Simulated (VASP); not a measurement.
Set up this calculation in VASP 6.6.1, as the native input.

```
Task                   : single point
Functional             : LDA
Potentials or basis    : VASP PAW LDA potentials, release 64 (La, Na_pv)
Cutoff                 : 520 eV
k mesh                 : 9 × 9 × 4
Occupations            : gaussian, width 0.05 eV
Spin                   : no spin polarisation
Dipole correction      : no
Further INCAR settings : ALGO = Normal; EDIFF = 1e-06; NBANDS = 16
```

The structure of NaLa lies in POSCAR:

```
NaLa
1.0
    3.6244306367      0.0000000000      0.0000000000
   -1.8122153183      3.1388490056      0.0000000000
    0.0000000000      0.0000000000      6.5164681077
La Na
1 1
Direct
    0.3333333333      0.6666666667      0.5000000000
    0.0000000000      0.0000000000      0.0000000000
```

These files were run (other wordings do the same):

INCAR

```
PREC = Accurate
ENCUT = 520
EDIFF = 1E-6
ISMEAR = 0
SIGMA = 0.05
LREAL = False
LASPH = True
NELM = 60
ALGO = Normal
ISIF = 2
LWAVE = False
LCHARG = True
GGA = CA
LELF = True
LVHAR = True
NBANDS = 16
```

KPOINTS

```
Automatic mesh
0
Gamma
  9 9 4
```

Potentials or basis: VASP PAW LDA potentials, release 64 (La, Na_pv).

Launch:

```bash
$ cat potpaw_LDA.64/La/POTCAR potpaw_LDA.64/Na_pv/POTCAR > POTCAR
$ mpirun -np 1 vasp_std > vasp.out
```

Results of the run:

The pressure is -2.3 GPa and the band gap on the k mesh is zero (bands 9 and 10 overlap by 0.52 eV).

Caveat: spin-orbit coupling is left out, which moves the levels of the heavy elements.

It took 24 s on 1 thread of Intel(R) Xeon(R) Platinum 8559C (Emerald Rapids), on a shared host, peak memory 0.19 GiB.
